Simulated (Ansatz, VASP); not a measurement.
# One calculation of Ni, two programs

```xyz
2
Lattice="0.0000 2.5072 2.5072 2.5072 0.0000 2.5072 2.5072 2.5072 0.0000" Properties=species:S:1:pos:R:3 pbc="T T T"
Ni    0.6268    0.6268    0.6268
Ni    4.3876    4.3876    4.3876
```

Alike in both runs: task single point; functional r2SCAN; k mesh 11 × 11 × 11; occupations fermi-dirac, width 0.1 eV; non-collinear spin, spin-orbit coupling.

|  | VASP | Ansatz |
| --- | --- | --- |
| version | VASP 6.6.1 | Ansatz 0.2.0 |
| potentials or method | VASP PAW PBE potentials, release 64 (Ni), cutoff 520 eV | plane waves (500 eV) with PAW, fully relativistic with spin-orbit coupling |
| valence electrons in the cell | 20 | 36 |

|  | VASP | Ansatz | Ansatz less VASP |
| --- | --- | --- | --- |
| net moment per atom (μB) | 0.00 | 0.00 | 0.000 |

VASP's potentials were made for PBE, not for r2SCAN. With one functional, cell and mesh, what is left measures potentials, basis and numerics. VASP's potentials hold 20 valence electrons a cell and Ansatz's 36, so a difference there can come from the potentials and not from the codes.
